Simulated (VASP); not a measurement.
Wanted: the native input for a VASP 6.6.1 run.

```
Task                   : single point
Functional             : PBE
Potentials or basis    : VASP PAW PBE potentials, release 64 (Mn_pv, S)
Cutoff                 : 520 eV
k mesh                 : 11 × 11 × 11
Occupations            : fermi-dirac, width 0.1 eV
Spin                   : collinear spin, ferromagnetic start
Starting moments       : [2.8, 0.0] μB
Dipole correction      : no
Further INCAR settings : ALGO = Normal; EDIFF = 1e-06; NBANDS = 20
```

The structure of MnS lies in POSCAR:

```
MnS
1.0
    0.0000000000      2.6045000000      2.6045000000
    2.6045000000      0.0000000000      2.6045000000
    2.6045000000      2.6045000000      0.0000000000
Mn S
1 1
Direct
   -0.0019197543      0.0019197543      0.0019197543
    0.5000000000      0.5000000000      0.5000000000
```

The input as run:

INCAR

```
SYSTEM = MnS
PREC = Accurate
ENCUT = 520
EDIFF = 1E-6
ISMEAR = -1
SIGMA = 0.1
LREAL = .False.
LASPH = .True.
NELM = 150
ALGO = Normal
ISIF = 2
LWAVE = .False.
LCHARG = .False.
ISPIN = 2
MAGMOM = 2.8 0
LORBIT = 11
LMAXMIX = 4
GGA = PE
NBANDS = 20
```

KPOINTS

```
regular mesh
0
Gamma
  11 11 11
  0 0 0
```

Potentials or basis: VASP PAW PBE potentials, release 64 (Mn_pv, S).

Launch:

```sh
$ cat potpaw_PBE.64/Mn_pv/POTCAR potpaw_PBE.64/S/POTCAR > POTCAR
$ mpirun -np 1 vasp_std > vasp.out
```

Results of the run:

```
Pressure                                              : -3.2 GPa
Largest force                                         : 0.024 eV/Å
Net moment                                            : 4.68 μB per cell
Site moments                                          : Mn +4.24; S +0.10 μB
Valence electrons inside the program's atomic spheres : Mn 11.31; S 3.73
```

Caveat: a cell with one magnetic atom can't hold antiferromagnetic order, which such compounds often take.

Wall time 92 s on 1 thread of Intel(R) Xeon(R) 6975P-C (Granite Rapids), on a shared host, peak memory 0.26 GiB.
